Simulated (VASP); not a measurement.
# PtS2 (P1) in VASP: single point with PBEsol

Aim: the single point of PtS2 with PBEsol.

Everything below comes from runs of VASP 6.6.1. Logs are shortened: lines on timing, memory, paths and dates and some standing lists are left out, and cuts for length are marked.

**1. The cell of the first run**

The typed cell holds 3 atoms: a = 3.543 Å, b = 3.543 Å, c = 5.039 Å, α = 90.00°, β = 90.00°, γ = 120.00°.

**2. Single point, PBEsol (atom 2 (S) moved by (-0.100, -0.200) A along x and y)**

INCAR

```
PREC     = Accurate       # precision mode
ENCUT    = 520            # plane-wave cutoff, eV
EDIFF    = 1E-6           # SCF threshold, eV
ISMEAR   = 0              # smearing method
SIGMA    = 0.05           # smearing width, eV
LREAL    = F              # projectors in reciprocal space
LASPH    = T              # aspherical terms in the spheres
NELM     = 100            # most SCF steps
ALGO     = Normal         # electronic algorithm
ISIF     = 2              # what is computed and relaxed
LWAVE    = F              # write WAVECAR
LCHARG   = F              # write CHGCAR
GGA      = PS             # functional
NBANDS   = 18             # bands
```

KPOINTS

```
Automatic mesh
0
Gamma
  12 12 8
```

POSCAR

```
PtS2
1.0
    3.5431994758      0.0000000000      0.0000000000
   -1.7715997379      3.0685007567      0.0000000000
    0.0000000000      0.0000000000      5.0388000000
Pt S
1 2
Direct
    0.0000000000      0.0000000000      0.0000000000
    0.2725210490      0.6014882568      0.2500000000
    0.6666666667      0.3333333333      0.7500000000
```

Potentials or basis: VASP PAW PBE potentials, release 64 (Pt, S).

On the command line:

```sh
> cat potpaw_PBE.64/Pt/POTCAR potpaw_PBE.64/S/POTCAR > POTCAR
> mpirun -np 1 vasp_std > vasp.out
```

OUTCAR:

```text
PREC = Accurate
   ENCUT = 520
   EDIFF = 1E-6
   ISMEAR = 0
   LREAL = F
   LASPH = T
   NELM = 100
   ISIF = 2
   GGA = PS

 ion  position               nearest neighbor table
   1  0.000  0.000  0.000-   2 2.24   3 2.40   3 2.40   3 2.40   2 2.42   2 2.57
   2  0.273  0.601  0.250-   1 2.24   1 2.42   1 2.57
   3  0.667  0.333  0.750-   1 2.40   1 2.40   1 2.40

  LATTYP: Found a hexagonal cell.
 ALAT       =     3.5431994758
 C/A-ratio  =     1.4221045229

  Lattice vectors:

 A1 = (   3.5431994758,   0.0000000000,   0.0000000000)
 A2 = (  -1.7715997379,   3.0685007567,   0.0000000000)
 A3 = (   0.0000000000,   0.0000000000,   5.0388000000)

Analysis of symmetry for initial positions (statically):
=====================================================================
 Subroutine PRICEL returns:
 Original cell was already a primitive cell.

 Routine SETGRP: Setting up the symmetry group for a
 hexagonal supercell.

 Subroutine GETGRP returns: Found  1 space group operations
 (whereof  1 operations were pure point group operations)
 out of a pool of 24 trial point group operations.

The static configuration has the point symmetry C_1 .

Analysis of symmetry for dynamics (positions and initial velocities):
=====================================================================
 Subroutine PRICEL returns:
 Original cell was already a primitive cell.

 Routine SETGRP: Setting up the symmetry group for a
 hexagonal supercell.

 Subroutine GETGRP returns: Found  1 space group operations
 (whereof  1 operations were pure point group operations)
 out of a pool of 24 trial point group operations.

The dynamic configuration has the point symmetry C_1 .

 Subroutine INISYM returns: Found  1 space group operations
 (whereof  1 operations are pure point group operations),
 and found     1 'primitive' translations

----------------------------------------------------------------------------------------

                                     Primitive cell

  volume of cell :      54.7834

  direct lattice vectors                    reciprocal lattice vectors
     3.543199476  0.000000000  0.000000000     0.282230794  0.162946025  0.000000000
    -1.771599738  3.068500757  0.000000000     0.000000000  0.325892049  0.000000000
     0.000000000  0.000000000  5.038800000     0.000000000  0.000000000  0.198459951

  length of vectors
     3.543199476  3.543199476  5.038800000     0.325892049  0.325892049  0.198459951

  position of ions in fractional coordinates (direct lattice)
     0.000000000  0.000000000  0.000000000
     0.272521049  0.601488257  0.250000000
     0.666666667  0.333333333  0.750000000

  ion indices of the primitive-cell ions
   primitive index   ion index
                 1           1
                 2           2
                 3           3

----------------------------------------------------------------------------------------

 KPOINTS: Automatic mesh

Automatic generation of k-mesh.
 Grid dimensions read from file:
 generate k-points for:   12   12    8

 Generating k-lattice:

  Cartesian coordinates                     Fractional coordinates (reciprocal lattice)
     0.023519233  0.013578835  0.000000000     0.083333333  0.000000000  0.000000000
     0.000000000  0.027157671  0.000000000     0.000000000  0.083333333  0.000000000
     0.000000000  0.000000000  0.024807494     0.000000000  0.000000000  0.125000000

  Length of vectors
     0.027157671  0.027157671  0.024807494

  Shift w.r.t. Gamma in fractional coordinates (k-lattice)
     0.000000000  0.000000000  0.000000000

 Subroutine IBZKPT returns following result:
 ===========================================

 Found    580 irreducible k-points:

 Following reciprocal coordinates:
            Coordinates               Weight
  0.000000  0.000000  0.000000      1.000000
  0.083333  0.000000  0.000000      2.000000
  0.000000  0.083333  0.000000      2.000000
 -0.083333  0.083333  0.000000      2.000000
  0.166667  0.000000  0.000000      2.000000
  0.000000  0.166667  0.000000      2.000000
[... 16 lines left out ...]
  0.166667  0.083333  0.000000      2.000000
 -0.083333  0.250000  0.000000      2.000000
 [... further k-points ...]
   k-points           NKPTS =    580   k-points in BZ     NKDIM =    580   number of bands    NBANDS=     18
   number of dos      NEDOS =    301   number of ions     NIONS =      3
   total plane-waves  NPLWV =  31360
   dimension x,y,z NGX =    28 NGY =   28 NGZ =   40
   dimension x,y,z NGXF=    56 NGYF=   56 NGZF=   80
   ions per type =               1   2
   NGX,Y,Z   is equivalent  to a cutoff of  13.14, 13.14, 13.20 a.u.
   NGXF,Y,Z  is equivalent  to a cutoff of  26.28, 26.28, 26.39 a.u.
 SYSTEM =  unknown system
   PREC   = accura    normal or accurate (medium, high low for compatibility)
   ISTART =      0    job   : 0-new  1-cont  2-samecut
   ICHARG =      2    charge: 1-file 2-atom 10-const
   ISPIN  =      1    spin polarized calculation?
   LNONCOLLINEAR =      F non collinear calculations
   LSORBIT =      F    spin-orbit coupling
   LASPH  =      T    aspherical Exc in radial PAW
   ENCUT  =  520.0 eV  38.22 Ry    6.18 a.u.   6.59  6.59  9.37*2*pi/ulx,y,z
   NELM   =    100;   NELMIN=  2; NELMDL= -5     # of ELM steps
   EDIFF  = 0.1E-05   stopping-criterion for ELM
   LREAL  =      F    real-space projection
   EDIFFG = 0.1E-04   stopping-criterion for IOM
   NSW    =      0    number of steps for IOM
   IBRION =     -1    ionic relax: 0-MD 1-quasi-New 2-CG
   NFREE  =      0    steps in history (QN), initial steepest desc. (CG)
   ISIF   =      2    stress and relaxation
   ISYM   =      2    0-nonsym 1-usesym 2-fastsym
   POTIM  = 0.5000    time-step for ionic-motion
   TEBEG  =    0.0;   TEEND  =   0.0 temperature during run
   PSTRESS=    0.0 pullay stress
   NELECT =      22.0000    total number of electrons
   NUPDOWN=      -1.0000    fix difference up-down
   EMIN   =  10.00;   EMAX   =-10.00  energy-range for DOS
   EFERMI =   0.00;   METHOD = LEGACY
   ISMEAR =     0;   SIGMA  =   0.05  broadening in eV -4-tet -1-fermi 0-gaus
   EFERMI_NEDOS =   21; number of points for ismear=-14 and -15
   IALGO  =     38    algorithm
   IMIX   =      4    mixing-type and parameters
     AMIX     =   0.40;   BMIX     =  1.00
     AMIX_MAG =   1.60;   BMIX_MAG =  1.00
  volume/ion in A,a.u.               =      18.26       123.23
  Fermi-wavevector in a.u.,A,eV,Ry     =   1.207812  2.282434 19.848319  1.458810
  Thomas-Fermi vector in A             =   2.343439
   LORBIT       =      0    0 simple, 1 ext, 2 COOP (PROOUT), +10 PAW based schemes
   GGA     = PS    functional components
   LHFCALC =     F    Hartree Fock is set to
   AEXX    =    0.0000 exact exchange contribution
   IVDW    =     0    specifies the selected vdW correction
   LEPSILON=     F    determine dielectric tensor
   LRPA    =     F    only Hartree local field effects (RPA)
 non-spin polarized calculation
 Gauss-broadening in eV      SIGMA  =   0.05
  energy-cutoff  :      520.00
  volume of cell :       54.78
 maximum number of plane-waves:      1507
   NGX = 13   NGY = 13   NGZ = 19

 number of electron      22.0000000 magnetization

 Free energy of the ion-electron system (eV)
  ---------------------------------------------------
  ext. energy  EPLUGINS =         0.00000000
  ---------------------------------------------------
  free energy    TOTEN  =       -16.74592272 eV

  energy without entropy =      -16.74592272  energy(sigma->0) =      -16.74592272

 E-fermi :   6.9164     XC(G=0): -10.8808

 val. band max:        6.7487640139   @ k =   0.0000   0.0000   0.0000
 cond. band min:       7.0836136120   @ k =  -0.2500   0.0000   0.2500
 fundamental gap:      0.3348495980
 Fermi energy:         6.9163870534

 k-point     1 :       0.0000    0.0000    0.0000
  band No.  band energies     occupation
      1      -8.5434      2.00000
      2      -5.6671      2.00000
      3      -0.4243      2.00000
      4       0.1445      2.00000
      5       0.4443      2.00000
      6       2.7866      2.00000
[... 10 lines left out ...]
     17      15.1963      0.00000
     18      18.7841      0.00000

 k-point     2 :       0.0833    0.0000    0.0000
  band No.  band energies     occupation
      1      -8.4597      2.00000
      2      -5.6975      2.00000
      3      -0.3402      2.00000
      4       0.1848      2.00000
      5       0.4859      2.00000
      6       2.6958      2.00000
[... 10 lines left out ...]
     17      15.3983      0.00000
     18      18.0974      0.00000

 k-point     3 :       0.0000    0.0833    0.0000
  band No.  band energies     occupation
      1      -8.4530      2.00000
      2      -5.7108      2.00000
      3      -0.3182      2.00000
      4       0.2145      2.00000
      5       0.5128      2.00000
      6       2.6169      2.00000
[... 10 lines left out ...]
     17      14.9907      0.00000
     18      17.5495      0.00000

 k-point     4 :      -0.0833    0.0833    0.0000
  band No.  band energies     occupation
      1      -8.4560      2.00000
      2      -5.7036      2.00000
      3      -0.3284      2.00000
      4       0.1956      2.00000
      5       0.4956      2.00000
      6       2.6096      2.00000
[... 375 lines left out ...]
      4       0.2566      2.00000
      5       0.5600      2.00000
      6       2.4463      2.00000
[... 10 lines left out ...]
     17      15.7872      0.00000
     18      17.2314      0.00000

 k-point    23 :       0.1667    0.0833    0.0000
  band No.  band energies     occupation
      1      -7.9792      2.00000
      2      -5.8758      2.00000
      3       0.1255      2.00000
      4       0.4377      2.00000
      5       0.8050      2.00000
      6       2.0616      2.00000
[... 10 lines left out ...]
     17      15.6410      0.00000
     18      16.3323      0.00000

 k-point    24 :      -0.0833    0.2500    0.0000
  band No.  band energies     occupation
      1      -7.9424      2.00000
      2      -5.9254      2.00000
      3       0.2907      2.00000
      4       0.5783      2.00000
      5       0.8577      2.00000
      6       1.7328      2.00000
[... 10 lines left out ...]
     17      15.4409      0.00000
     18      16.1450      0.00000

 [... further k-points ...]
[... 5 lines left out ...]
  --------------------------------------------------------------------------------------
  -------------------------------------------------------------------------------------
  Total       -1.3117313      1.0699789     -0.8411919     -0.3217345      2.4060669      0.6085288
  in kB      -38.3624658     31.2922540    -24.6012239     -9.4093426     70.3670474     17.7968336
  external PRESSURE =     -10.5571452 kB  Pullay stress =       0.0000000 kB

 VOLUME and BASIS-vectors are now :
 -----------------------------------------------------------------------------
  energy-cutoff  :      520.00
  volume of cell :       54.78
      direct lattice vectors                 reciprocal lattice vectors
     3.543199476  0.000000000  0.000000000     0.282230794  0.162946025  0.000000000
    -1.771599738  3.068500757  0.000000000     0.000000000  0.325892049  0.000000000
     0.000000000  0.000000000  5.038800000     0.000000000  0.000000000  0.198459951

 POSITION                                       TOTAL-FORCE (eV/Angst)
 -----------------------------------------------------------------------------------
      0.00000      0.00000      0.00000        -0.518692     -1.816610     -0.455584
     -0.10000      1.84567      1.25970         0.543747      1.958858     -0.055210
      1.77160      1.02283      3.77910        -0.025055     -0.142248      0.510795
 -----------------------------------------------------------------------------------
    total drift:                               -0.000006     -0.000028      0.000290

  FREE ENERGIE OF THE ION-ELECTRON SYSTEM (eV)
  ---------------------------------------------------
  free  energy   TOTEN  =       -16.7459227236 eV

  energy  without entropy=      -16.7459227211  energy(sigma->0) =      -16.74592272
```

Wall time 12 min (1 thread of AMD EPYC 7R13, shared host); peak memory 0.58 GiB.

Results:

```yaml
Free_energy: -16.7459 eV
Pressure: -1.1 GPa
Largest_force: 2.034 eV/Å
Band_gap_on_the_k_mesh: 0.33 eV, indirect (least direct gap 0.47 eV)
```

Forces on the atoms (eV/Å):
```
Pt  -0.519 -1.817 -0.456
S    0.544  1.959 -0.055
S   -0.025 -0.142  0.511
```

Caveat: the cell differs from its parent crystal (atom 2 (S) moved by (-0.100, -0.200) A along x and y); the PAW data sets were made with another functional, which shifts forces and pressure a little; spin-orbit coupling is left out, which moves the levels of the heavy elements.
